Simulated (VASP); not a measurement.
# BN (I-4m2) in VASP: further runs, part 3 of 3

VASP 6.6.1. Earlier steps stand in the parts before.

## (5) Single point, r2SCAN

This run uses another cell than the first one, of the same volume but with other edges.

The input, POSCAR:

```
BN
1.0
    0.0000000000      2.0835052870      1.3542784366
    2.0835052870      0.0000000000      1.3542784366
    2.0835052870      2.0835052870      0.0000000000
B N
1 1
Direct
    0.0000000000      0.0000000000      0.0000000000
    0.7500000000      0.7500000000      0.7500000000
```

The input, INCAR.step1:

```
  PREC = Accurate
  ENCUT = 520
  ISMEAR = 0
  SIGMA = 0.05
  LREAL = F
  LASPH = T
  NELM = 100
  NBANDS = 11
  GGA = PE
  ALGO = Normal
  EDIFF = 1E-4
  LWAVE = T
  LCHARG = F
```

The input, INCAR.step2:

```
  PREC = Accurate
  ENCUT = 520
  EDIFF = 1E-6
  ISMEAR = 0
  SIGMA = 0.05
  LREAL = F
  LASPH = T
  NELM = 100
  ALGO = Normal
  ISIF = 2
  LWAVE = F
  LCHARG = F
  METAGGA = R2SCAN
  LMIXTAU = T
  NBANDS = 11
  ISTART = 1
```

The input, KPOINTS:

```
Automatic mesh
0
Gamma
  12 12 12
```

The run is started by

```
> cat potpaw_PBE.64/B/POTCAR potpaw_PBE.64/N/POTCAR > POTCAR
> cp INCAR.step1 INCAR
> mpirun -np 1 vasp_std > vasp.out
> cp INCAR.step2 INCAR
> mpirun -np 1 vasp_std > vasp.out
```

Wall time 46 s (1 thread of AMD EPYC 9R45 (Zen 5), shared host); peak memory 0.1 GiB.

Results (log left out):

- Free energy: -17.1715 eV
- Pressure: -4.4 GPa
- Band gap on the k mesh: 0.34 eV, indirect (least direct gap 5.74 eV)

Stress tensor (GPa, compression positive):
```
-59.60   0.00   0.00
  0.00 -59.60   0.00
  0.00   0.00 105.97
```

Levels at points of the mesh, in eV from the valence-band top:
| k point | band 1 | band 2 | band 3 | band 4 | band 5 | band 6 | band 7 | band 8 |
| --- | --- | --- | --- | --- | --- | --- | --- | --- |
| (0.00, 0.00, 0.00) | -23.23 | -2.91 | -2.91 | 0.00 | 7.54 | 8.05 | 10.25 | 10.25 |
| (0.50, 0.00, 0.00) | -18.19 | -12.54 | -6.01 | -2.49 | 3.25 | 7.00 | 11.99 | 14.96 |
| (0.50, 0.50, 0.00) | -14.82 | -10.10 | -10.10 | -6.02 | 0.98 | 1.24 | 16.89 | 16.89 |
| (0.50, 0.00, 0.50) | -18.76 | -13.19 | -3.75 | -3.60 | 7.02 | 11.35 | 12.89 | 13.00 |

Caveat: the PAW data sets were made with another functional, which shifts forces and pressure a little. A k mesh can miss the band edges.

## (6) Single point, r2SCAN

This run uses another cell than the first one, of the same volume but with other edges.

The input, POSCAR:

```
BN
1.0
    0.0000000000      1.5766500396      2.3649750593
    1.5766500396      0.0000000000      2.3649750593
    1.5766500396      1.5766500396      0.0000000000
B N
1 1
Direct
    0.0000000000      0.0000000000      0.0000000000
    0.7500000000      0.7500000000      0.7500000000
```

The input, INCAR.step1:

```
SYSTEM = BN
PREC = Accurate
ENCUT = 520
ISMEAR = 0
SIGMA = 0.05
LREAL = .False.
LASPH = .True.
NELM = 60
NBANDS = 11
GGA = PE
ALGO = Normal
EDIFF = 1E-4
LWAVE = .True.
LCHARG = .False.
```

The input, INCAR.step2:

```
SYSTEM = BN
PREC = Accurate
ENCUT = 520
EDIFF = 1E-6
ISMEAR = 0
SIGMA = 0.05
LREAL = .False.
LASPH = .True.
NELM = 60
ALGO = Normal
ISIF = 2
LWAVE = .False.
LCHARG = .False.
METAGGA = R2SCAN
LMIXTAU = .True.
NBANDS = 11
ISTART = 1
```

The input, KPOINTS:

```
regular mesh
0
Gamma
  12 12 12
  0 0 0
```

Potentials or basis: VASP PAW PBE potentials, release 64 (B, N).

The run is started by

```
> cat potpaw_PBE.64/B/POTCAR potpaw_PBE.64/N/POTCAR > POTCAR
> cp INCAR.step1 INCAR
> mpirun -np 1 vasp_std > vasp.out
> cp INCAR.step2 INCAR
> mpirun -np 1 vasp_std > vasp.out
```

OUTCAR:

```text
SYSTEM = BN
   PREC = Accurate
   ENCUT = 520
   EDIFF = 1E-6
   ISMEAR = 0
   LREAL = .False.
   LASPH = .True.
   NELM = 60
   ISIF = 2
   METAGGA = R2SCAN
   ISTART = 1

 ion  position               nearest neighbor table
   1  0.000  0.000  0.000-   2 1.63   2 1.63   2 1.63   2 1.63
   2  0.750  0.750  0.750-   1 1.63   1 1.63   1 1.63   1 1.63

  LATTYP: Found a body centered tetragonal cell.
 ALAT       =     2.2297198691
 C/A-ratio  =     2.1213203435

  Lattice vectors:

 A1 = (  -1.5766500396,   0.0000000000,   2.3649750593)
 A2 = (   1.5766500396,   0.0000000000,   2.3649750593)
 A3 = (   0.0000000000,   1.5766500396,  -2.3649750593)

Analysis of symmetry for initial positions (statically):
=====================================================================
 Subroutine PRICEL returns:
 Original cell was already a primitive cell.

 Routine SETGRP: Setting up the symmetry group for a
 body centered tetragonal supercell.

 Subroutine GETGRP returns: Found  8 space group operations
 (whereof  8 operations were pure point group operations)
 out of a pool of 16 trial point group operations.

The static configuration has the point symmetry D_2d.

Analysis of symmetry for dynamics (positions and initial velocities):
[... 165 lines left out ...]
 Fermi energy:        10.6221824237

 k-point     1 :       0.0000    0.0000    0.0000
  band No.  band energies     occupation
      1     -13.6436      2.00000
      2       3.2180      2.00000
      3      10.1396      2.00000
      4      10.1396      2.00000
      5      13.8951      0.00000
      6      17.6003      0.00000
      7      17.6004      0.00000
      8      20.5069      0.00000
      9      27.4456      0.00000
     10      30.4411      0.00000
     11      35.1505      0.00000
[... 309 lines left out ...]
 k-point    24 :      -0.4167    0.1667    0.0000
  band No.  band energies     occupation
      1      -8.5607      2.00000
      2      -2.6138      2.00000
      3       0.3616      2.00000
      4       9.6715      2.00000
      5      13.7259      0.00000
      6      21.1028      0.00000
      7      22.0891      0.00000
      8      24.6302      0.00000
      9      31.3714      0.00000
     10      33.8791      0.00000
     11      37.0985      0.00000

 [... further k-points ...]
[... 5 lines left out ...]
  --------------------------------------------------------------------------------------
  -------------------------------------------------------------------------------------
  Total       10.4791821     10.4791821    -18.6319268      0.0000000      0.0000000      0.0000000
  in kB     1427.9427574   1427.9427574  -2538.8741818      0.0000000      0.0000000      0.0000000
  external PRESSURE =     105.6704443 kB  Pullay stress =       0.0000000 kB

 VOLUME and BASIS-vectors are now :
 -----------------------------------------------------------------------------
  energy-cutoff  :      520.00
  volume of cell :       11.76
      direct lattice vectors                 reciprocal lattice vectors
     0.000000000  1.576650040  2.364975059    -0.317128080  0.317128080  0.211418720
     1.576650040  0.000000000  2.364975059     0.317128080 -0.317128080  0.211418720
     1.576650040  1.576650040  0.000000000     0.317128080  0.317128080 -0.211418720

 POSITION                                       TOTAL-FORCE (eV/Angst)
 -----------------------------------------------------------------------------------
      0.00000      0.00000      0.00000        -0.000000     -0.000000      0.000000
      2.36498      2.36498      3.54746         0.000000      0.000000     -0.000000
 -----------------------------------------------------------------------------------
    total drift:                               -0.000005     -0.000005     -0.000029

  FREE ENERGIE OF THE ION-ELECTRON SYSTEM (eV)
  ---------------------------------------------------
  free  energy   TOTEN  =       -15.6286360258 eV

  energy  without entropy=      -15.6286337794  energy(sigma->0) =      -15.62863490
```

OUTCAR.step1:

```text
SYSTEM = BN
   PREC = Accurate
   ENCUT = 520
   ISMEAR = 0
   LREAL = .False.
   LASPH = .True.
[... 559 lines left out ...]
      0.00000      0.00000      0.00000         0.000000      0.000000      0.000000
      2.36498      2.36498      3.54746        -0.000000     -0.000000      0.000000
 -----------------------------------------------------------------------------------
    total drift:                               -0.000000     -0.000000      0.000001

  FREE ENERGIE OF THE ION-ELECTRON SYSTEM (eV)
  ---------------------------------------------------
  free  energy   TOTEN  =       -14.0885343070 eV

  energy  without entropy=      -14.0883850702  energy(sigma->0) =      -14.08845969
```

OSZICAR.step1:

```text
N       E                     dE             d eps       ncg     rms          rms(c)
DAV:   1     0.125935472510E+02    0.12594E+02   -0.48813E+03  3674   0.718E+02
DAV:   2    -0.146160775482E+02   -0.27210E+02   -0.25756E+02  4269   0.159E+02
DAV:   3    -0.151930649489E+02   -0.57699E+00   -0.57585E+00  4272   0.197E+01
DAV:   4    -0.151936564437E+02   -0.59149E-03   -0.59148E-03  3907   0.709E-01
DAV:   5    -0.151936568700E+02   -0.42627E-06   -0.42626E-06  4041   0.190E-02    0.699E+00
DAV:   6    -0.141331205009E+02    0.10605E+01   -0.49759E+00  4060   0.117E+01    0.296E+00
DAV:   7    -0.141007819285E+02    0.32339E-01   -0.94413E-02  3907   0.284E+00    0.194E+00
DAV:   8    -0.140886915718E+02    0.12090E-01   -0.29869E-02  4111   0.120E+00    0.148E-01
DAV:   9    -0.140884823458E+02    0.20923E-03   -0.22976E-03  4060   0.304E-01    0.784E-02
DAV:  10    -0.140885343070E+02   -0.51961E-04   -0.16353E-04  2905   0.979E-02
   1 F= -.14088534E+02 E0= -.14088460E+02  d E =-.149237E-03
```

Run time: 59 s. Hardware: 1 thread of AMD EPYC 9R45 (Zen 5), shared host; peak memory 0.11 GiB.

Results:

- Free energy: -15.6286 eV
- Pressure: 10.6 GPa
- Band gap on the k mesh: 0.20 eV, indirect (least direct gap 0.63 eV)

Stress tensor (GPa, compression positive):
```
 142.79    0.00    0.00
   0.00  142.79    0.00
   0.00    0.00 -253.89
```

Levels at points of the mesh, in eV from the valence-band top:
| k point | band 1 | band 2 | band 3 | band 4 | band 5 | band 6 | band 7 | band 8 |
| --- | --- | --- | --- | --- | --- | --- | --- | --- |
| (0.00, 0.00, 0.00) | -24.16 | -7.30 | -0.38 | -0.38 | 3.37 | 7.08 | 7.08 | 9.99 |
| (0.50, 0.00, 0.00) | -19.21 | -13.62 | -8.04 | -0.42 | 0.20 | 10.82 | 11.61 | 14.37 |
| (0.50, 0.50, 0.00) | -21.02 | -15.75 | -3.18 | -3.18 | 8.23 | 12.40 | 14.11 | 14.11 |
| (0.50, 0.00, 0.50) | -16.07 | -9.85 | -8.61 | -8.52 | 0.36 | 4.72 | 9.59 | 12.91 |

Caveat: the PAW data sets were made with another functional, which shifts forces and pressure a little.

## (7) Summary

| cell | gap on the mesh (eV) | pressure (GPa) |
| --- | --- | --- |
| a = 2.487, b = 2.487, c = 2.773 Å, angles 56.1, 56.1, 67.8°, 2 atoms | 1.78 | -0.6 |
| a = 2.712, b = 2.712, c = 2.339 Å, angles 64.5, 64.5, 51.1°, 2 atoms | 2.38 | 3.3 |
| a = 2.522, b = 2.522, c = 2.624 Å, angles 58.6, 58.6, 62.7°, 2 atoms | 3.59 | 1.0 |
| a = 2.485, b = 2.485, c = 2.947 Å, angles 53.6, 53.6, 72.7°, 2 atoms | 0.34 | -4.4 |
| a = 2.842, b = 2.842, c = 2.230 Å, angles 66.9, 66.9, 46.2°, 2 atoms | 0.20 | 10.6 |

Alike in all rows: task single point; level r2SCAN; potentials or basis VASP PAW PBE potentials, release 64 (B, N); no spin polarisation; k mesh 12 × 12 × 12; cutoff (eV) 520; smearing gaussian 0.05 eV.

Caveats: the PAW data sets were made with another functional, which shifts forces and pressure a little.

Absolute energies hang on the potentials; compare differences alone.
